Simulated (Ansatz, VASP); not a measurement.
## One calculation of ZnCd3Ni, two programs

```
CELL_PARAMETERS angstrom
4.89747 0.00000 0.00000
0.00000 4.89747 0.00000
0.00000 0.00000 4.89747
ATOMIC_POSITIONS crystal
Zn 0.00000 0.00000 0.00000
Cd 0.00000 0.50000 0.50000
Cd 0.50000 0.00000 0.50000
Cd 0.50000 0.50000 0.00000
Ni 0.50000 0.50000 0.50000
```

Alike in both runs: functional r2SCAN; k mesh 8 × 8 × 8; occupations gaussian, width 0.1 eV; no spin polarisation.

Ansatz relaxed the structure, and its values are those at the end. VASP's run is a single point on that final structure, the one shown.

|  | VASP | Ansatz |
| --- | --- | --- |
| version | VASP 6.6.1 | Ansatz 0.2.0 |
| potentials or method | VASP PAW PBE potentials, release 64 (Zn, Cd, Ni), cutoff 520 eV | scalar-relativistic, plane waves, PAW |
| valence electrons in the cell | 58 | 90 |

```tsv
	VASP	Ansatz	Ansatz less VASP
gap on the k mesh at the Fermi level (eV)	none	none	-
pressure (GPa)	0.5	0.0	-0.47
```

VASP's potentials were made for PBE, not for r2SCAN. A gap of «none» marks a metal or a gap that the smearing closes. With one functional, cell and mesh, what is left measures potentials, basis and numerics. VASP's potentials hold 58 valence electrons a cell and Ansatz's 90, so a difference there can come from the potentials and not from the codes.
